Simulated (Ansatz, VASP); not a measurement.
**InP in VASP and in Ansatz**

```xyz
54
Lattice="0.0000 8.7915 8.7915 8.7915 0.0000 8.7915 8.7915 8.7915 0.0000" Properties=species:S:1:pos:R:3 pbc="T T T"
In    0.0000    0.0000    0.0000
In    2.9305    2.9305    0.0000
In    5.8610    5.8610    0.0000
In    2.9305    0.0000    2.9305
In    5.8610    2.9305    2.9305
In    8.7915    5.8610    2.9305
In    5.8610    0.0000    5.8610
In    8.7915    2.9305    5.8610
In   11.7220    5.8610    5.8610
In    0.0000    2.9305    2.9305
In    2.9305    5.8610    2.9305
In    5.8610    8.7915    2.9305
In    2.9305    2.9305    5.8610
In    5.8610    5.8610    5.8610
In    8.7915    8.7915    5.8610
In    5.8610    2.9305    8.7915
In    8.7915    5.8610    8.7915
In   11.7220    8.7915    8.7915
In    0.0000    5.8610    5.8610
In    2.9305    8.7915    5.8610
In    5.8610   11.7220    5.8610
In    2.9305    5.8610    8.7915
In    5.8610    8.7915    8.7915
In    8.7915   11.7220    8.7915
In    5.8610    5.8610   11.7220
In    8.7915    8.7915   11.7220
In   11.7220   11.7220   11.7220
P     1.4652    1.4652    1.4652
P     4.3957    4.3957    1.4652
P     7.3262    7.3262    1.4652
P     4.3957    1.4652    4.3957
P     7.3263    4.3957    4.3957
P    10.2568    7.3262    4.3957
P     7.3262    1.4652    7.3262
P    10.2568    4.3957    7.3262
P    13.1872    7.3262    7.3262
P     1.4652    4.3957    4.3957
P     4.3957    7.3263    4.3957
P     7.3262   10.2568    4.3957
P     4.3957    4.3957    7.3263
P     7.3263    7.3263    7.3263
P    10.2568   10.2568    7.3263
P     7.3262    4.3957   10.2568
P    10.2568    7.3263   10.2568
P    13.1872   10.2568   10.2568
P     1.4652    7.3262    7.3262
P     4.3957   10.2568    7.3262
P     7.3262   13.1872    7.3262
P     4.3957    7.3262   10.2568
P     7.3263   10.2568   10.2568
P    10.2568   13.1872   10.2568
P     7.3262    7.3262   13.1872
P    10.2568   10.2568   13.1872
P    13.1872   13.1872   13.1872
```

Alike in both runs: task single point; functional PBE; k mesh 1 × 1 × 1; occupations gaussian, width 0.05 eV; no spin polarisation.

|  | VASP | Ansatz |
| --- | --- | --- |
| version | VASP 6.6.1 | Ansatz 0.2.0 |
| potentials or method | VASP PAW PBE potentials, release 64 (In_d, P), cutoff 520 eV | scalar-relativistic, plane waves, PAW |
| valence electrons in the cell | 486 | 486 |

```tsv
	VASP	Ansatz	Ansatz less VASP
gap on the k mesh at the Fermi level (eV)	0.68	0.68	+0.004
```

With one functional, cell and mesh, what is left measures potentials, basis and numerics. Ansatz's warnings: structure snapped to symmetry.

The k mesh is coarse, so the values compare programs but aren't converged.
